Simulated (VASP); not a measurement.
# Sb (P6/mmm) in VASP: notebook

The runs below take Sb through single point, relaxation of shape and atoms at fixed volume, with PBE.

Program: VASP 6.6.1. These are calculated values, not measurements. Logs are shortened: lines on timing, memory, paths and dates and some standing lists are left out, and cuts for length are marked.

## Step 1: The cell of the first run

It takes space group P6/mmm (No. 191, hexagonal). Conventional cell: a = 3.283 Å, b = 3.283 Å, c = 3.124 Å, α = 90.00°, β = 90.00°, γ = 120.00°. Within 4.1 Å of Sb (site symmetry 6/mmm) lie 8 Sb at 3.12 to 3.28 Å.

## Step 2: Single point, PBE

The input, INCAR:

```
PREC = Accurate ; ENCUT = 520
EDIFF = 1E-7 ; ISMEAR = -1
SIGMA = 0.05 ; LREAL = False
LASPH = True ; NELM = 80
ALGO = Normal ; ISIF = 2
LWAVE = False ; LCHARG = True
GGA = PE ; LELF = True
LVHAR = True ; NBANDS = 8
```

The input, KPOINTS:

```
regular mesh
0
Gamma
  13 13 12
```

The input, POSCAR:

```
Sb
1.0
    3.2831458784      0.0000000000      0.0000000000
   -1.6415729392      2.8432877350      0.0000000000
    0.0000000000      0.0000000000      3.1236043229
Sb
1
Direct
    0.0000000000      0.0000000000      0.0000000000
```

Potentials or basis: VASP PAW PBE potentials, release 64 (Sb).

Started as:

```console
cat potpaw_PBE.64/Sb/POTCAR > POTCAR
mpirun -np 1 vasp_std > vasp.out
```

OUTCAR:

```text
PREC = Accurate
   ENCUT = 520
   EDIFF = 1E-7
   ISMEAR = -1
   LREAL = False
   LASPH = True
   NELM = 80
   ISIF = 2
   GGA = PE

 ion  position               nearest neighbor table
   1  0.000  0.000  0.000-

  LATTYP: Found a hexagonal cell.
 ALAT       =     3.2831458784
 C/A-ratio  =     0.9514058889

  Lattice vectors:

 A1 = (   3.2831458784,   0.0000000000,   0.0000000000)
 A2 = (  -1.6415729392,   2.8432877350,   0.0000000000)
 A3 = (   0.0000000000,   0.0000000000,   3.1236043229)

Analysis of symmetry for initial positions (statically):
=====================================================================
 Subroutine PRICEL returns:
 Original cell was already a primitive cell.

 Routine SETGRP: Setting up the symmetry group for a
 hexagonal supercell.

 Subroutine GETGRP returns: Found 24 space group operations
 (whereof 24 operations were pure point group operations)
 out of a pool of 24 trial point group operations.

The static configuration has the point symmetry D_6h.

Analysis of symmetry for dynamics (positions and initial velocities):
=====================================================================
 Subroutine PRICEL returns:
 Original cell was already a primitive cell.

 Routine SETGRP: Setting up the symmetry group for a
 hexagonal supercell.

 Subroutine GETGRP returns: Found 24 space group operations
 (whereof 24 operations were pure point group operations)
 out of a pool of 24 trial point group operations.

The dynamic configuration has the point symmetry D_6h.

 Subroutine INISYM returns: Found 24 space group operations
 (whereof 24 operations are pure point group operations),
 and found     1 'primitive' translations

----------------------------------------------------------------------------------------

                                     Primitive cell

  volume of cell :      29.1586

  direct lattice vectors                    reciprocal lattice vectors
     3.283145878  0.000000000  0.000000000     0.304585918  0.175852762  0.000000000
    -1.641572939  2.843287735  0.000000000     0.000000000  0.351705523  0.000000000
     0.000000000  0.000000000  3.123604323     0.000000000  0.000000000  0.320142981

  length of vectors
     3.283145878  3.283145878  3.123604323     0.351705523  0.351705523  0.320142981

  position of ions in fractional coordinates (direct lattice)
     0.000000000  0.000000000  0.000000000

  ion indices of the primitive-cell ions
   primitive index   ion index
                 1           1

----------------------------------------------------------------------------------------

 KPOINTS: regular mesh

Automatic generation of k-mesh.
 Grid dimensions read from file:
 generate k-points for:   13   13   12

 Generating k-lattice:

  Cartesian coordinates                     Fractional coordinates (reciprocal lattice)
     0.023429686  0.013527136  0.000000000     0.076923077  0.000000000  0.000000000
     0.000000000  0.027054271  0.000000000     0.000000000  0.076923077  0.000000000
     0.000000000  0.000000000  0.026678582     0.000000000  0.000000000  0.083333333

  Length of vectors
     0.027054271  0.027054271  0.026678582

  Shift w.r.t. Gamma in fractional coordinates (k-lattice)
     0.000000000  0.000000000  0.000000000

 Subroutine IBZKPT returns following result:
 ===========================================

 Found    147 irreducible k-points:

 Following reciprocal coordinates:
            Coordinates               Weight
  0.000000  0.000000  0.000000      1.000000
  0.076923  0.000000  0.000000      6.000000
  0.153846  0.000000  0.000000      6.000000
  0.230769  0.000000  0.000000      6.000000
  0.307692  0.000000  0.000000      6.000000
  0.384615  0.000000  0.000000      6.000000
[... 16 lines left out ...]
  0.076923  0.000000  0.083333     12.000000
  0.153846  0.000000  0.083333     12.000000
 [... further k-points ...]
   k-points           NKPTS =    147   k-points in BZ     NKDIM =    147   number of bands    NBANDS=      8
   number of dos      NEDOS =    301   number of ions     NIONS =      1
   total plane-waves  NPLWV =  13824
   dimension x,y,z NGX =    24 NGY =   24 NGZ =   24
   dimension x,y,z NGXF=    48 NGYF=   48 NGZF=   48
   ions per type =               1
   NGX,Y,Z   is equivalent  to a cutoff of  12.15, 12.15, 12.77 a.u.
   NGXF,Y,Z  is equivalent  to a cutoff of  24.31, 24.31, 25.55 a.u.
 SYSTEM =  unknown system
   PREC   = accura    normal or accurate (medium, high low for compatibility)
   ISTART =      0    job   : 0-new  1-cont  2-samecut
   ICHARG =      2    charge: 1-file 2-atom 10-const
   ISPIN  =      1    spin polarized calculation?
   LNONCOLLINEAR =      F non collinear calculations
   LSORBIT =      F    spin-orbit coupling
   LASPH  =      T    aspherical Exc in radial PAW
   ENCUT  =  520.0 eV  38.22 Ry    6.18 a.u.   6.10  6.10  5.81*2*pi/ulx,y,z
   NELM   =     80;   NELMIN=  2; NELMDL= -5     # of ELM steps
   EDIFF  = 0.1E-06   stopping-criterion for ELM
   LREAL  =      F    real-space projection
   EDIFFG = 0.1E-05   stopping-criterion for IOM
   NSW    =      0    number of steps for IOM
   IBRION =     -1    ionic relax: 0-MD 1-quasi-New 2-CG
   NFREE  =      0    steps in history (QN), initial steepest desc. (CG)
   ISIF   =      2    stress and relaxation
   ISYM   =      2    0-nonsym 1-usesym 2-fastsym
   POTIM  = 0.5000    time-step for ionic-motion
   TEBEG  =    0.0;   TEEND  =   0.0 temperature during run
   PSTRESS=    0.0 pullay stress
   NELECT =       5.0000    total number of electrons
   NUPDOWN=      -1.0000    fix difference up-down
   EMIN   =  10.00;   EMAX   =-10.00  energy-range for DOS
   EFERMI =   0.00;   METHOD = LEGACY
   ISMEAR =    -1;   SIGMA  =   0.05  broadening in eV -4-tet -1-fermi 0-gaus
   EFERMI_NEDOS =   21; number of points for ismear=-14 and -15
   IALGO  =     38    algorithm
   IMIX   =      4    mixing-type and parameters
     AMIX     =   0.40;   BMIX     =  1.00
     AMIX_MAG =   1.60;   BMIX_MAG =  1.00
  volume/ion in A,a.u.               =      29.16       196.77
  Fermi-wavevector in a.u.,A,eV,Ry     =   0.909514  1.718731 11.254941  0.827215
  Thomas-Fermi vector in A             =   2.033567
   LORBIT       =      0    0 simple, 1 ext, 2 COOP (PROOUT), +10 PAW based schemes
   GGA     = PE    functional components
   LHFCALC =     F    Hartree Fock is set to
   AEXX    =    0.0000 exact exchange contribution
   IVDW    =     0    specifies the selected vdW correction
   LEPSILON=     F    determine dielectric tensor
   LRPA    =     F    only Hartree local field effects (RPA)
 non-spin polarized calculation
  energy-cutoff  :      520.00
  volume of cell :       29.16
 maximum number of plane-waves:       814
   NGX = 13   NGY = 13   NGZ = 11

 number of electron       5.0000001 magnetization

 Free energy of the ion-electron system (eV)
  ---------------------------------------------------
  ext. energy  EPLUGINS =         0.00000000
  ---------------------------------------------------
  free energy    TOTEN  =        -3.99691596 eV

  energy without entropy =       -3.99308950  energy(sigma->0) =       -3.99500273

 E-fermi :   7.4626     XC(G=0):  -9.7977

 val. band max:        7.4603108680   @ k =   0.1538   0.1538   0.2500
 cond. band min:       7.4737630815   @ k =   0.2308   0.2308   0.3333
 fundamental gap:      0.0134522135
 Fermi energy:         7.4626376963

 k-point     1 :       0.0000    0.0000    0.0000
  band No.  band energies     occupation
      1      -4.9946      2.00000
      2      10.4640      0.00000
      3      11.9352      0.00000
      4      11.9352      0.00000
      5      14.2324      0.00000
      6      17.1188      0.00000
      7      17.4141      0.00000
      8      17.4141      0.00000

 k-point     2 :       0.0769    0.0000    0.0000
  band No.  band energies     occupation
      1      -4.8884      2.00000
      2      10.5691      0.00000
      3      10.9239      0.00000
      4      11.6458      0.00000
      5      14.4109      0.00000
      6      16.2355      0.00000
      7      17.8513      0.00000
      8      17.8654      0.00000

 k-point     3 :       0.1538    0.0000    0.0000
  band No.  band energies     occupation
      1      -4.5719      2.00000
      2       8.9769      0.00000
      3      10.8776      0.00000
      4      10.9912      0.00000
      5      14.5925      0.00000
      6      15.2961      0.00000
      7      18.9460      0.00000
      8      19.3748      0.00000

 k-point     4 :       0.2308    0.0000    0.0000
  band No.  band energies     occupation
      1      -4.0534      2.00000
      2       6.9064      1.99997
      3      10.2735      0.00000
      4      11.3661      0.00000
      5      14.1395      0.00000
      6      15.3883      0.00000
      7      20.3857      0.00000
      8      20.9877      0.00000

 k-point     5 :       0.3077    0.0000    0.0000
  band No.  band energies     occupation
      1      -3.3560      2.00000
      2       4.9621      2.00000
      3       9.6560      0.00000
      4      11.9840      0.00000
      5      13.5801      0.00000
      6      15.9827      0.00000
      7      20.8656      0.00000
      8      21.5053      0.00000
[... 177 lines left out ...]
 k-point    22 :       0.0000    0.0000    0.0833
  band No.  band energies     occupation
      1      -4.8965      2.00000
      2       9.2717      0.00000
      3      12.0330      0.00000
      4      12.0330      0.00000
      5      15.3807      0.00000
      6      17.3827      0.00000
      7      17.4894      0.00000
      8      17.4894      0.00000

 k-point    23 :       0.0769    0.0000    0.0833
  band No.  band energies     occupation
      1      -4.7903      2.00000
      2       9.3698      0.00000
      3      11.0381      0.00000
      4      11.7430      0.00000
      5      15.5901      0.00000
      6      16.3652      0.00000
      7      17.9264      0.00000
      8      18.0254      0.00000

 k-point    24 :       0.1538    0.0000    0.0833
  band No.  band energies     occupation
      1      -4.4737      2.00000
      2       9.0372      0.00000
      3       9.7327      0.00000
      4      11.0873      0.00000
      5      15.0920      0.00000
      6      16.1560      0.00000
      7      19.0202      0.00000
      8      19.4061      0.00000

 [... further k-points ...]
[... 5 lines left out ...]
  --------------------------------------------------------------------------------------
  -------------------------------------------------------------------------------------
  Total       -0.0103008     -0.0103008     -0.0046006      0.0000000      0.0000000      0.0000000
  in kB       -0.5659972     -0.5659972     -0.2527868      0.0000000      0.0000000      0.0000000
  external PRESSURE =      -0.4615937 kB  Pullay stress =       0.0000000 kB

 VOLUME and BASIS-vectors are now :
 -----------------------------------------------------------------------------
  energy-cutoff  :      520.00
  volume of cell :       29.16
      direct lattice vectors                 reciprocal lattice vectors
     3.283145878  0.000000000  0.000000000     0.304585918  0.175852762  0.000000000
    -1.641572939  2.843287735  0.000000000     0.000000000  0.351705523  0.000000000
     0.000000000  0.000000000  3.123604323     0.000000000  0.000000000  0.320142981

 POSITION                                       TOTAL-FORCE (eV/Angst)
 -----------------------------------------------------------------------------------
      0.00000      0.00000      0.00000         0.000000      0.000000      0.000000
 -----------------------------------------------------------------------------------
    total drift:                               -0.000000      0.000000      0.000000

  FREE ENERGIE OF THE ION-ELECTRON SYSTEM (eV)
  ---------------------------------------------------
  free  energy   TOTEN  =        -3.9969159583 eV

  energy  without entropy=       -3.9930895007  energy(sigma->0) =       -3.99500273
```

Run time: 8.2 s. Hardware: 1 thread of Intel Xeon 6975P-C (Granite Rapids), shared host; peak memory 0.15 GiB.

What came out:

| Quantity | Value |
| --- | --- |
| Free energy | -3.9969 eV |
| Pressure | 0.0 GPa |

Caveat: spin-orbit coupling is left out, which moves the levels of the heavy elements.

## Step 3: Relaxation of shape and atoms at fixed volume, PBE

This run uses another cell than the first one, of 11.66 Å³/atom, 0.400 times its volume.

The input, INCAR:

```
SYSTEM = Sb
PREC     = Accurate       ! precision mode
ENCUT    = 600            ! plane-wave cutoff, eV
EDIFF    = 1E-6           ! SCF threshold, eV
ISMEAR   = -1             ! smearing method
SIGMA    = 0.05           ! smearing width, eV
LREAL    = .False.        ! projectors in reciprocal space
LASPH    = .True.         ! aspherical terms in the spheres
NELM     = 60             ! most SCF steps
ALGO     = Normal         ! electronic algorithm
ISIF     = 4              ! what is computed and relaxed
LWAVE    = .False.        ! write WAVECAR
LCHARG   = .False.        ! write CHGCAR
GGA      = PE             ! functional
IBRION   = 2              ! ionic algorithm
NSW      = 50             ! ionic steps
EDIFFG   = -0.005         ! ionic threshold
```

The input, KPOINTS:

```
Automatic mesh
0
Gamma
  13 13 12
  0 0 0
```

The input, POSCAR:

```
Sb
1.0
    2.4190425661      0.0000000000      0.0000000000
   -1.2095212830      2.0949523151      0.0000000000
    0.0000000000      0.0000000000      2.3014913429
Sb
1
Direct
    0.0000000000      0.0000000000      0.0000000000
```

Potentials or basis: VASP PAW PBE potentials, release 64 (Sb).

Started as:

```console
cat potpaw_PBE.64/Sb/POTCAR > POTCAR
mpirun -np 1 vasp_std > vasp.out
```

Run time: 10 s. Hardware: 1 thread of Intel Xeon 6975P-C (Granite Rapids), shared host; peak memory 0.12 GiB.

Results (log left out):

```
Free energy               : 5.8867 eV
Energy gained by relaxing : 12.4 meV/atom
Ionic steps               : 4
Pressure after relaxing   : 420.5 GPa
```

Stress tensor (GPa, compression positive):
```
420.56   0.00   0.00
  0.00 420.56   0.00
  0.00   0.00 420.46
```

Step by step:
```tsv
step	energy change (eV)	largest force (eV/Å)	pressure (GPa)	volume (Å³)
1	0.0000	0.0000	422.45	11.66
2	0.2753	0.0000	422.28	11.66
3	-0.0119	0.0000	420.73	11.66
4	-0.0124	0.0000	420.53	11.66
```

Final structure:
```
Sb
1.0
     2.43462    0.00000    0.00000
    -1.21731    2.10845    0.00000
     0.00000    0.00000    2.27213
Sb
1
Direct
  0.00000 0.00000 0.00000
```

Levels at points of the mesh, in eV from the Fermi level:
```csv
k point,band 1,band 2,band 3,band 4,band 5,band 6
"(0.00, 0.00, 0.00)",-24.12,5.07,7.30,9.33,9.86,9.86
"(0.00, 0.00, 0.50)",-15.79,-15.17,10.89,12.72,14.91,14.91
```

Caveat: spin-orbit coupling is left out, which moves the levels of the heavy elements.
